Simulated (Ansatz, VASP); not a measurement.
One calculation of MgS, two programs

```
Mg S
1.0
     0.00000    2.59087    2.59087
     2.59087    0.00000    2.59087
     2.59087    2.59087    0.00000
Mg S
1 1
Cartesian
  0.0000 0.0000 0.0000
  2.5909 2.5909 2.5909
```

Alike in both runs: task single point; functional PBEsol; k mesh 12 × 12 × 12; occupations gaussian, width 0.02 eV; no spin polarisation.

```csv
,VASP,Ansatz
version,VASP 6.6.1,Ansatz 0.2.0
potentials or method,"VASP PAW PBE potentials, release 64 (Mg, S), cutoff 600 eV","scalar-relativistic, plane waves, PAW"
valence electrons in the cell,8,16
```

|  | VASP | Ansatz | Ansatz less VASP |
| --- | --- | --- | --- |
| gap on the k mesh at the Fermi level (eV) | 2.73 | 2.73 | -0.001 |
| least direct gap on the mesh (eV) | 3.69 | 3.69 | +0.001 |
| pressure (GPa) | -0.2 | 0.0 | +0.18 |

VASP's potentials were made for PBE, not for PBEsol, and Ansatz warns of the same on its side. With one functional, cell and mesh, what is left measures potentials, basis and numerics. VASP's potentials hold 8 valence electrons a cell and Ansatz's 16, so a difference there can come from the potentials and not from the codes.
